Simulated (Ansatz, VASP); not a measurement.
## BN in VASP and in Ansatz

INCAR

```
ALGO     = Normal         # electronic algorithm
EDIFF    = 1E-6           # SCF threshold, eV
ENCUT    = 520            # plane-wave cutoff, eV
GGA      = PE             # functional
ISIF     = 2              # what is computed and relaxed
ISMEAR   = 0              # smearing method
IVDW     = 12             # dispersion correction
LASPH    = T              # aspherical terms in the spheres
LCHARG   = T              # write CHGCAR
LELF     = T              # ELF
LREAL    = F              # projectors in reciprocal space
LVHAR    = T            
LWAVE    = F              # write WAVECAR
NBANDS   = 16             # bands
NELM     = 100            # most SCF steps
PREC     = Accurate       # precision mode
SIGMA    = 0.02           # smearing width, eV
```

Contents of KPOINTS:

```
k-points
0
Gamma
  12 12 4
```

Contents of POSCAR:

```
BN
1.0
    2.5064295030      0.0000000000      0.0000000000
   -1.2532147515      2.1706316224      0.0000000000
    0.0000000000      0.0000000000      6.6144684677
B N
2 2
Direct
    0.3333333333      0.6666666667      0.2500000000
    0.6666666667      0.3333333333      0.7500000000
    0.3333333333      0.6666666667      0.7500000000
    0.6666666667      0.3333333333      0.2500000000
```

Input for Ansatz:

```yaml
crystal:
  lattice:
    - [2.506429503, 0.0, 0.0]
    - [-1.2532147515, 2.1706316224, 0.0]
    - [0.0, 0.0, 6.6144684677]
  atoms:
    - { symbol: B, position: [0.3333333333, 0.6666666667, 0.25] }
    - { symbol: B, position: [0.6666666667, 0.3333333333, 0.75] }
    - { symbol: "N", position: [0.3333333333, 0.6666666667, 0.75] }
    - { symbol: "N", position: [0.6666666667, 0.3333333333, 0.25] }
basis:
  ecutwfc: 420
kpoints:
  mp_grid: { grid: [12, 12, 4] }
hamiltonian:
  xc: pbe
  dispersion: d3bj
scf:
  occupations: { method: gaussian, width: 0.02 }
output:
  eigenvalues: true
  states_by_energy: {}
checkpoint:
  read: start.run
  write: ck
  compress: false
  write_wavefunctions: false
  write_every: 100000
```

Alike in both runs: task single point; functional PBE; dispersion D3(BJ); k mesh 12 × 12 × 4; occupations gaussian, width 0.02 eV; no spin polarisation.

|  | VASP | Ansatz |
| --- | --- | --- |
| version | VASP 6.6.1 | Ansatz 0.2.0 |
| potentials or method | VASP PAW PBE potentials, release 64 (B, N), cutoff 520 eV | scalar-relativistic, plane waves, PAW |
| valence electrons in the cell | 16 | 16 |

Ansatz gave:

- gap on the k mesh at the Fermi level (eV): 4.27
- least direct gap on the mesh (eV): 4.64

Question: Estimate VASP's values.

Answer: gap on the k mesh at the Fermi level (eV): 4.27; least direct gap on the mesh (eV): 4.63.
